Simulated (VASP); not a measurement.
# BiTe (Fm-3m) in VASP: a series of runs

BiTe is run at these levels: r2SCAN; tasks: electric field gradients.

Everything below comes from runs of VASP 6.6.1. Logs are shortened: lines on timing, memory, paths and dates and some standing lists are left out, and cuts for length are marked.

**1. The cell of the first run**

It takes space group Fm-3m (No. 225, cubic). Conventional cell: a = 6.452 Å, b = 6.452 Å, c = 6.452 Å, α = 90.00°, β = 90.00°, γ = 90.00°. Within 4.2 Å of Bi (site symmetry m-3m) lie 6 Te at 3.23 Å. Within 4.2 Å of Te (site symmetry m-3m) lie 6 Bi at 3.23 Å.

**2. Electric field gradients, r2SCAN (33.57 Å³/atom)**

Contents of POSCAR:

```
BiTe
1.0
    0.0000000000      3.2259759175      3.2259759175
    3.2259759175      0.0000000000      3.2259759175
    3.2259759175      3.2259759175      0.0000000000
Bi Te
1 1
Direct
    0.0000000000      0.0000000000      0.0000000000
    0.5000000000      0.5000000000      0.5000000000
```

Contents of INCAR.step1:

```
ALGO = Normal ; EDIFF = 1E-4
ENCUT = 520 ; GGA = PE
ISMEAR = -1 ; LASPH = True
LCHARG = False ; LREAL = False
LWAVE = True ; NBANDS = 18
NELM = 60 ; PREC = Accurate
SIGMA = 0.05
```

Contents of INCAR.step2:

```
ALGO = Normal ; EDIFF = 1E-8
ENCUT = 520 ; ISIF = 2
ISMEAR = -1 ; ISTART = 1
LASPH = True ; LCHARG = False
LEFG = True ; LMIXTAU = True
LREAL = False ; LWAVE = False
METAGGA = R2SCAN ; NBANDS = 18
NELM = 60 ; PREC = Accurate
SIGMA = 0.05
```

Contents of KPOINTS:

```
k-points
0
Gamma
  10 10 10
```

Potentials or basis: VASP PAW PBE potentials, release 64 (Bi_d, Te).

Command:

```
$ cat potpaw_PBE.64/Bi_d/POTCAR potpaw_PBE.64/Te/POTCAR > POTCAR
$ cp INCAR.step1 INCAR
$ mpirun -np 1 vasp_std > vasp.out
$ cp INCAR.step2 INCAR
$ mpirun -np 1 vasp_std > vasp.out
```

OUTCAR:

```text
EDIFF = 1E-8
   ENCUT = 520
   ISIF = 2
   ISMEAR = -1
   ISTART = 1
   LASPH = True
   LREAL = False
   METAGGA = R2SCAN
   NELM = 60
   PREC = Accurate

 ion  position               nearest neighbor table
   1  0.000  0.000  0.000-   2 3.23   2 3.23   2 3.23   2 3.23   2 3.23   2 3.23
   2  0.500  0.500  0.500-   1 3.23   1 3.23   1 3.23   1 3.23   1 3.23   1 3.23

  LATTYP: Found a face centered cubic cell.
 ALAT       =     6.4519518350

  Lattice vectors:

 A1 = (   0.0000000000,   3.2259759175,   3.2259759175)
 A2 = (   3.2259759175,   0.0000000000,   3.2259759175)
 A3 = (   3.2259759175,   3.2259759175,   0.0000000000)

Analysis of symmetry for initial positions (statically):
=====================================================================
 Subroutine PRICEL returns:
 Original cell was already a primitive cell.

 Routine SETGRP: Setting up the symmetry group for a
 face centered cubic supercell.

 Subroutine GETGRP returns: Found 48 space group operations
 (whereof 48 operations were pure point group operations)
 out of a pool of 48 trial point group operations.

The static configuration has the point symmetry O_h .

Analysis of symmetry for dynamics (positions and initial velocities):
=====================================================================
 Subroutine PRICEL returns:
 Original cell was already a primitive cell.

 Routine SETGRP: Setting up the symmetry group for a
 face centered cubic supercell.

 Subroutine GETGRP returns: Found 48 space group operations
 (whereof 48 operations were pure point group operations)
 out of a pool of 48 trial point group operations.

The dynamic configuration has the point symmetry O_h .

 Subroutine INISYM returns: Found 48 space group operations
 (whereof 48 operations are pure point group operations),
 and found     1 'primitive' translations

----------------------------------------------------------------------------------------

                                     Primitive cell

  volume of cell :      67.1450

  direct lattice vectors                    reciprocal lattice vectors
     0.000000000  3.225975918  3.225975918    -0.154991858  0.154991858  0.154991858
     3.225975918  0.000000000  3.225975918     0.154991858 -0.154991858  0.154991858
     3.225975918  3.225975918  0.000000000     0.154991858  0.154991858 -0.154991858

  length of vectors
     4.562218894  4.562218894  4.562218894     0.268453772  0.268453772  0.268453772

  position of ions in fractional coordinates (direct lattice)
     0.000000000  0.000000000  0.000000000
     0.500000000  0.500000000  0.500000000

  ion indices of the primitive-cell ions
   primitive index   ion index
                 1           1
                 2           2

----------------------------------------------------------------------------------------

 KPOINTS: k-points

Automatic generation of k-mesh.
 Grid dimensions read from file:
 generate k-points for:   10   10   10

 Generating k-lattice:

  Cartesian coordinates                     Fractional coordinates (reciprocal lattice)
    -0.015499186  0.015499186  0.015499186     0.100000000  0.000000000  0.000000000
     0.015499186 -0.015499186  0.015499186     0.000000000  0.100000000  0.000000000
     0.015499186  0.015499186 -0.015499186     0.000000000  0.000000000  0.100000000

  Length of vectors
     0.026845377  0.026845377  0.026845377

  Shift w.r.t. Gamma in fractional coordinates (k-lattice)
     0.000000000  0.000000000  0.000000000

 Subroutine IBZKPT returns following result:
 ===========================================

 Found     47 irreducible k-points:

 Following reciprocal coordinates:
            Coordinates               Weight
  0.000000  0.000000  0.000000      1.000000
  0.100000  0.000000  0.000000      8.000000
  0.200000  0.000000  0.000000      8.000000
  0.300000  0.000000  0.000000      8.000000
  0.400000  0.000000  0.000000      8.000000
  0.500000  0.000000  0.000000      4.000000
[... 16 lines left out ...]
  0.300000  0.300000  0.000000      6.000000
  0.400000  0.300000  0.000000     24.000000
 [... further k-points ...]
   k-points           NKPTS =     47   k-points in BZ     NKDIM =     47   number of bands    NBANDS=     18
   number of dos      NEDOS =    301   number of ions     NIONS =      2
   total plane-waves  NPLWV =  46656
   dimension x,y,z NGX =    36 NGY =   36 NGZ =   36
   dimension x,y,z NGXF=    72 NGYF=   72 NGZF=   72
   ions per type =               1   1
   NGX,Y,Z   is equivalent  to a cutoff of  13.12, 13.12, 13.12 a.u.
   NGXF,Y,Z  is equivalent  to a cutoff of  26.24, 26.24, 26.24 a.u.
 SYSTEM =  unknown system
   PREC   = accura    normal or accurate (medium, high low for compatibility)
   ISTART =      1    job   : 0-new  1-cont  2-samecut
   ICHARG =      0    charge: 1-file 2-atom 10-const
   ISPIN  =      1    spin polarized calculation?
   LNONCOLLINEAR =      F non collinear calculations
   LSORBIT =      F    spin-orbit coupling
   LASPH  =      T    aspherical Exc in radial PAW
   ENCUT  =  520.0 eV  38.22 Ry    6.18 a.u.   8.48  8.48  8.48*2*pi/ulx,y,z
   NELM   =     60;   NELMIN=  2; NELMDL=  0     # of ELM steps
   EDIFF  = 0.1E-07   stopping-criterion for ELM
   LREAL  =      F    real-space projection
   EDIFFG = 0.1E-06   stopping-criterion for IOM
   NSW    =      0    number of steps for IOM
   IBRION =     -1    ionic relax: 0-MD 1-quasi-New 2-CG
   NFREE  =      0    steps in history (QN), initial steepest desc. (CG)
   ISIF   =      2    stress and relaxation
   ISYM   =      2    0-nonsym 1-usesym 2-fastsym
   POTIM  = 0.5000    time-step for ionic-motion
   TEBEG  =    0.0;   TEEND  =   0.0 temperature during run
   PSTRESS=    0.0 pullay stress
   NELECT =      21.0000    total number of electrons
   NUPDOWN=      -1.0000    fix difference up-down
   EMIN   =  10.00;   EMAX   =-10.00  energy-range for DOS
   EFERMI =   0.00;   METHOD = LEGACY
   ISMEAR =    -1;   SIGMA  =   0.05  broadening in eV -4-tet -1-fermi 0-gaus
   EFERMI_NEDOS =   21; number of points for ismear=-14 and -15
   IALGO  =     38    algorithm
   IMIX   =      4    mixing-type and parameters
     AMIX     =   0.40;   BMIX     =  1.00
     AMIX_MAG =   1.60;   BMIX_MAG =  1.00
  volume/ion in A,a.u.               =      33.57       226.56
  Fermi-wavevector in a.u.,A,eV,Ry     =   1.111246  2.099950 16.801389  1.234867
  Thomas-Fermi vector in A             =   2.247807
   LORBIT       =      0    0 simple, 1 ext, 2 COOP (PROOUT), +10 PAW based schemes
   METAGGA = R2SCAN    functional components
   LHFCALC =     F    Hartree Fock is set to
   AEXX    =    0.0000 exact exchange contribution
   IVDW    =     0    specifies the selected vdW correction
   LEPSILON=     F    determine dielectric tensor
   LRPA    =     F    only Hartree local field effects (RPA)
 non-spin polarized calculation
  energy-cutoff  :      520.00
  volume of cell :       67.14
 maximum number of plane-waves:      1835
 NGX is ok and might be reduce to    36
   NGX = 17   NGY = 17   NGZ = 17

 number of electron      21.0000003 magnetization

 Free energy of the ion-electron system (eV)
  ---------------------------------------------------
  ext. energy  EPLUGINS =         0.00000000
  ---------------------------------------------------
  free energy    TOTEN  =       -84.03180413 eV

  energy without entropy =      -84.01947883  energy(sigma->0) =      -84.02564148

 E-fermi :   6.7264     XC(G=0): -10.0413

 val. band max:        6.7070973637   @ k =   0.5000   0.1000   0.0000
 cond. band min:       6.7751223000   @ k =  -0.2000   0.1000   0.0000
 fundamental gap:      0.0680249363
 Fermi energy:         6.7264080973

 k-point     1 :       0.0000    0.0000    0.0000
  band No.  band energies     occupation
      1     -17.2103      2.00000
      2     -17.2103      2.00000
      3     -17.2042      2.00000
      4     -17.2042      2.00000
      5     -17.2042      2.00000
      6      -7.5163      2.00000
[... 10 lines left out ...]
     17      13.5048      0.00000
     18      13.6704      0.00000

 k-point     2 :       0.1000    0.0000    0.0000
  band No.  band energies     occupation
      1     -17.2107      2.00000
      2     -17.2107      2.00000
      3     -17.2041      2.00000
      4     -17.2037      2.00000
      5     -17.2037      2.00000
      6      -7.4207      2.00000
[... 10 lines left out ...]
     17      14.0983      0.00000
     18      14.2231      0.00000
[... 442 lines left out ...]
 k-point    24 :       0.4000    0.3000    0.0000
  band No.  band energies     occupation
      1     -17.2234      2.00000
      2     -17.2071      2.00000
      3     -17.2066      2.00000
      4     -17.1955      2.00000
      5     -17.1951      2.00000
      6      -6.1034      2.00000
[... 10 lines left out ...]
     17      16.1512      0.00000
     18      16.2299      0.00000

 [... further k-points ...]
[... 5 lines left out ...]
  --------------------------------------------------------------------------------------
  -------------------------------------------------------------------------------------
  Total        0.1723459      0.1723459      0.1723459     -0.0000000     -0.0000000     -0.0000000
  in kB        4.1124270      4.1124270      4.1124270     -0.0000000     -0.0000000     -0.0000000
  external PRESSURE =       4.1124270 kB  Pullay stress =       0.0000000 kB

 VOLUME and BASIS-vectors are now :
 -----------------------------------------------------------------------------
  energy-cutoff  :      520.00
  volume of cell :       67.14
      direct lattice vectors                 reciprocal lattice vectors
     0.000000000  3.225975918  3.225975918    -0.154991858  0.154991858  0.154991858
     3.225975918  0.000000000  3.225975918     0.154991858 -0.154991858  0.154991858
     3.225975918  3.225975918  0.000000000     0.154991858  0.154991858 -0.154991858

 POSITION                                       TOTAL-FORCE (eV/Angst)
 -----------------------------------------------------------------------------------
      0.00000      0.00000      0.00000         0.000000     -0.000000     -0.000000
      3.22598      3.22598      3.22598        -0.000000      0.000000      0.000000
 -----------------------------------------------------------------------------------
    total drift:                               -0.000000      0.000000      0.000000

  FREE ENERGIE OF THE ION-ELECTRON SYSTEM (eV)
  ---------------------------------------------------
  free  energy   TOTEN  =       -84.0318041330 eV

  energy  without entropy=      -84.0194788254  energy(sigma->0) =      -84.02564148

 Electric field gradients (V/A^2)
---------------------------------------------------------------------
 ion       V_xx      V_yy      V_zz      V_xy      V_xz      V_yz
---------------------------------------------------------------------
   1       0.000     0.000     0.000    -0.000    -0.000    -0.000
   2      -0.000     0.000     0.000    -0.000    -0.000    -0.000
---------------------------------------------------------------------

 Electric field gradients after diagonalization (V/A^2)
 (convention: |V_zz| > |V_xx| > |V_yy|)
----------------------------------------------------------------------
 ion       V_xx      V_yy      V_zz     asymmetry (V_yy - V_xx)/ V_zz
----------------------------------------------------------------------
   1       0.000     0.000    -0.000       0.000
   2       0.000     0.000    -0.000       0.000
----------------------------------------------------------------------

           NMR quadrupolar parameters

 Cq : quadrupolar parameter    Cq=e*Q*V_zz/h
 eta: asymmetry parameters     (V_yy - V_xx)/ V_zz
 Q  : nuclear electric quadrupole moment in mb (millibarn)
----------------------------------------------------------------------
 ion       Cq(MHz)       eta       Q (mb)
----------------------------------------------------------------------
   1      -0.000       0.000       1.000
   2      -0.000       0.000       1.000
----------------------------------------------------------------------
```

Run time: 3.1 min. Hardware: 1 thread of Intel Xeon Platinum 8488C (Sapphire Rapids), shared host; peak memory 0.24 GiB.

Results:

```yaml
Free_energy: -84.0318 eV
Pressure: 0.4 GPa
Band_gap_on_the_k_mesh: zero (an odd number of electrons rules out a gap without spin polarisation)
Largest_electric_field_gradient_by_atom: zero within the noise of the run
```

Caveat: the PAW data sets were made with another functional, which shifts forces and pressure a little; spin-orbit coupling is left out, which moves the levels of the heavy elements.

**3. Electric field gradients, r2SCAN**

This run uses another cell than the first one, of 34.43 Å³/atom.

Contents of POSCAR:

```
BiTe
1.0
    0.0000000000      3.2533160000      3.2533160000
    3.2533160000      0.0000000000      3.2533160000
    3.2533160000      3.2533160000      0.0000000000
Bi Te
1 1
Direct
    0.0000000000      0.0000000000      0.0000000000
    0.5000000000      0.5000000000      0.5000000000
```

Contents of INCAR.step1:

```
SYSTEM = BiTe
  PREC = Accurate
  ENCUT = 520
  ISMEAR = -1
  SIGMA = 0.05
  LREAL = .FALSE.
  LASPH = .TRUE.
  NELM = 100
  NBANDS = 18
  GGA = PE
  ALGO = Normal
  EDIFF = 1E-4
  LWAVE = .TRUE.
  LCHARG = .FALSE.
```

Contents of INCAR.step2:

```
SYSTEM = BiTe
  PREC = Accurate
  ENCUT = 520
  EDIFF = 1E-8
  ISMEAR = -1
  SIGMA = 0.05
  LREAL = .FALSE.
  LASPH = .TRUE.
  NELM = 100
  ALGO = Normal
  ISIF = 2
  LWAVE = .FALSE.
  LCHARG = .FALSE.
  METAGGA = R2SCAN
  LMIXTAU = .TRUE.
  LEFG = .TRUE.
  NBANDS = 18
  ISTART = 1
```

Contents of KPOINTS:

```
regular mesh
0
G
  10 10 10
  0 0 0
```

Potentials or basis: VASP PAW PBE potentials, release 64 (Bi_d, Te).

Command:

```
$ cat potpaw_PBE.64/Bi_d/POTCAR potpaw_PBE.64/Te/POTCAR > POTCAR
$ cp INCAR.step1 INCAR
$ mpirun -np 1 vasp_std > vasp.out
$ cp INCAR.step2 INCAR
$ mpirun -np 1 vasp_std > vasp.out
```

OUTCAR:

```text
SYSTEM = BiTe
   PREC = Accurate
   ENCUT = 520
   EDIFF = 1E-8
   ISMEAR = -1
   LREAL = .FALSE.
   LASPH = .TRUE.
   NELM = 100
   ISIF = 2
   METAGGA = R2SCAN
   ISTART = 1

 ion  position               nearest neighbor table
   1  0.000  0.000  0.000-   2 3.25   2 3.25   2 3.25   2 3.25   2 3.25   2 3.25
   2  0.500  0.500  0.500-   1 3.25   1 3.25   1 3.25   1 3.25   1 3.25   1 3.25

  LATTYP: Found a face centered cubic cell.
 ALAT       =     6.5066320000

  Lattice vectors:

 A1 = (   0.0000000000,   3.2533160000,   3.2533160000)
 A2 = (   3.2533160000,   0.0000000000,   3.2533160000)
 A3 = (   3.2533160000,   3.2533160000,   0.0000000000)

Analysis of symmetry for initial positions (statically):
=====================================================================
 Subroutine PRICEL returns:
 Original cell was already a primitive cell.

 Routine SETGRP: Setting up the symmetry group for a
 face centered cubic supercell.

[... 693 lines left out ...]
      direct lattice vectors                 reciprocal lattice vectors
     0.000000000  3.253316000  3.253316000    -0.153689343  0.153689343  0.153689343
     3.253316000  0.000000000  3.253316000     0.153689343 -0.153689343  0.153689343
     3.253316000  3.253316000  0.000000000     0.153689343  0.153689343 -0.153689343

 POSITION                                       TOTAL-FORCE (eV/Angst)
 -----------------------------------------------------------------------------------
      0.00000      0.00000      0.00000         0.000000     -0.000000     -0.000000
      3.25332      3.25332      3.25332         0.000000      0.000000      0.000000
 -----------------------------------------------------------------------------------
    total drift:                               -0.000000      0.000000      0.000000

  FREE ENERGIE OF THE ION-ELECTRON SYSTEM (eV)
  ---------------------------------------------------
  free  energy   TOTEN  =       -84.0297181694 eV

  energy  without entropy=      -84.0175078680  energy(sigma->0) =      -84.02361302

 Electric field gradients (V/A^2)
---------------------------------------------------------------------
 ion       V_xx      V_yy      V_zz      V_xy      V_xz      V_yz
---------------------------------------------------------------------
   1      -0.000     0.000     0.000     0.001     0.001     0.001
   2      -0.000    -0.000    -0.000    -0.000    -0.000    -0.000
---------------------------------------------------------------------

 Electric field gradients after diagonalization (V/A^2)
 (convention: |V_zz| > |V_xx| > |V_yy|)
----------------------------------------------------------------------
 ion       V_xx      V_yy      V_zz     asymmetry (V_yy - V_xx)/ V_zz
----------------------------------------------------------------------
   1      -0.001    -0.001     0.002       0.000
   2       0.000     0.000    -0.000       0.000
----------------------------------------------------------------------

           NMR quadrupolar parameters

 Cq : quadrupolar parameter    Cq=e*Q*V_zz/h
 eta: asymmetry parameters     (V_yy - V_xx)/ V_zz
 Q  : nuclear electric quadrupole moment in mb (millibarn)
----------------------------------------------------------------------
 ion       Cq(MHz)       eta       Q (mb)
----------------------------------------------------------------------
   1       0.000       0.000       1.000
   2      -0.000       0.000       1.000
----------------------------------------------------------------------
```

OSZICAR.step1:

```text
N       E                     dE             d eps       ncg     rms          rms(c)
DAV:   1     0.161258362294E+03    0.16126E+03   -0.97823E+03  1692   0.112E+03
DAV:   2     0.518252370551E+01   -0.15608E+03   -0.15238E+03  1804   0.308E+02
DAV:   3    -0.684887580310E+01   -0.12031E+02   -0.11853E+02  2064   0.900E+01
DAV:   4    -0.719138859787E+01   -0.34251E+00   -0.34161E+00  2044   0.163E+01
DAV:   5    -0.720664399632E+01   -0.15255E-01   -0.15255E-01  2334   0.328E+00    0.622E+00
DAV:   6    -0.717587448625E+01    0.30770E-01   -0.10696E-01  2338   0.197E+00    0.384E+00
DAV:   7    -0.718018447375E+01   -0.43100E-02   -0.27332E-02  1882   0.834E-01    0.649E-01
DAV:   8    -0.718011598360E+01    0.68490E-04   -0.40600E-03  2122   0.425E-01    0.114E-01
DAV:   9    -0.718024821667E+01   -0.13223E-03   -0.39788E-04  1896   0.120E-01    0.434E-02
DAV:  10    -0.718024918478E+01   -0.96812E-06   -0.12662E-05   974   0.234E-02
   1 F= -.71802492E+01 E0= -.71740757E+01  d E =-.123470E-01
```

Run time: 4.2 min. Hardware: 1 thread of Intel Xeon Platinum 8488C (Sapphire Rapids), shared host; peak memory 0.24 GiB.

What came out:

```yaml
Free_energy: -84.0297 eV
Pressure: -0.9 GPa
Band_gap_on_the_k_mesh: zero (an odd number of electrons rules out a gap without spin polarisation)
Largest_electric_field_gradient_by_atom: zero within the noise of the run
```

Levels at points of the mesh, in eV from the Fermi level:
| k point | band 7 | band 8 | band 9 | band 10 | band 11 | band 12 | band 13 | band 14 |
| --- | --- | --- | --- | --- | --- | --- | --- | --- |
| (0.00, 0.00, 0.00) | -8.40 | -2.78 | -2.78 | -2.78 | 2.18 | 2.18 | 2.18 | 5.01 |
| (0.50, 0.00, 0.00) | -11.69 | -2.10 | -2.10 | -1.67 | -0.72 | -0.69 | -0.69 | 7.76 |
| (0.50, 0.50, 0.00) | -10.34 | -5.87 | -4.24 | -4.24 | 2.55 | 3.66 | 3.66 | 5.09 |

Caveat: the PAW data sets were made with another functional, which shifts forces and pressure a little; spin-orbit coupling is left out, which moves the levels of the heavy elements.

[end of part 1 of 2]
